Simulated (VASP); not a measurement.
NaCl, 2 atoms in the cell. It takes space group Pm-3m (No. 221, cubic). Conventional cell: a = 3.502 Å, b = 3.502 Å, c = 3.502 Å, α = 90.00°, β = 90.00°, γ = 90.00°. Cl (site symmetry m-3m) has 8 Na at 3.03 Å and 6 Cl at 3.50 Å within 4.0 Å. Na (site symmetry m-3m) has 8 Cl at 3.03 Å and 6 Na at 3.50 Å within 4.0 Å. 

```yaml
Program: VASP 6.6.1
Task: vibrations by perturbation theory
Functional: PBEsol
Potentials_or_basis: VASP PAW PBE potentials, release 64 (Cl, Na_pv)
Cutoff: 500 eV
k_mesh: 6 × 6 × 6
Occupations: fermi-dirac, width 0.05 eV
Spin: no spin polarisation
Dipole_correction: no
Further_INCAR_settings: ALGO = Normal; EDIFF = 1e-08; IBRION = 8; NSW = 1
```

Potentials or basis: VASP PAW PBE potentials, release 64 (Cl, Na_pv).

Launch:

```bash
$ cat potpaw_PBE.64/Cl/POTCAR potpaw_PBE.64/Na_pv/POTCAR > POTCAR
$ mpirun -np 1 vasp_std > vasp.out
```

Hardware: 1 thread of Intel(R) Xeon(R) Platinum 8259CL CPU @ 2.50GHz (Skylake/Cascade Lake) (shared host).

Problem. Estimate the wall time of this run.

Solution. It took 86 s on 1 thread of Intel(R) Xeon(R) Platinum 8259CL CPU @ 2.50GHz (Skylake/Cascade Lake) (shared host), peak memory 0.19 GiB. Counts: scf iterations 45, k points 20.
